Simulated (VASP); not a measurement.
Crystal: Cr3As2.

```xyz
5
Lattice="3.0433 1.7571 2.7652 -3.0433 1.7571 2.7652 0.0000 -3.5141 2.7652" Properties=species:S:1:pos:R:3 pbc="T T T"
Cr   -1.5217   -0.8785    2.7652
Cr    1.5217   -0.8785    2.7652
Cr    0.0000    1.7571    2.7652
As    0.0000    0.0000    4.1478
As    0.0000    0.0000    0.0000
```

The cell was generated, and may not be a known phase.

```yaml
Program: VASP 6.6.1
Task: relaxation of cell and atoms
Functional: PBE
Potentials_or_basis: VASP PAW PBE potentials, release 64 (Cr_pv, As)
Cutoff: 500 eV
k_mesh: 4 × 4 × 4
Occupations: gaussian, width 0.2 eV
Spin: collinear spin, ferromagnetic start
Starting_moments: "[3.0, 3.0, 3.0, 0.0, 0.0] μB"
```

At the start: pressure 12.5 GPa; volume 17.74 Å³/atom.

Problem. How do energy, volume and symmetry change on relaxing?

Solution. Over 3 steps the energy falls by 113.9 meV/atom and the volume is 21.03 Å³/atom (+18.5 %); space group R-3m (No. 166, to 0.1 Å) before and after; moment 11.66 μB per cell.

The path:
| step | energy change (eV) | largest force (eV/Å) | pressure (GPa) | volume (Å³) |
| --- | --- | --- | --- | --- |
| 1 | 0.0000 | 0.0000 | 12.48 | 88.72 |
| 2 | -0.5606 | 0.0000 | -1.19 | 107.67 |
| 3 | -0.5697 | 0.0000 | 0.02 | 105.15 |

Final structure:
```
CELL_PARAMETERS angstrom
3.20855 1.85245 2.94845
-3.20855 1.85245 2.94845
0.00000 -3.70491 2.94845
ATOMIC_POSITIONS crystal
Cr 0.00000 0.50000 0.50000
Cr 0.50000 0.00000 0.50000
Cr 0.50000 0.50000 0.00000
As 0.50000 0.50000 0.50000
As 0.00000 0.00000 0.00000
```

Caveat: the volume moved by over 15 % at a fixed basis, so the end points are rough; the highest band is partly filled, so the run has too few bands; the run started ferromagnetic, and an antiferromagnetic order may lie lower in energy.
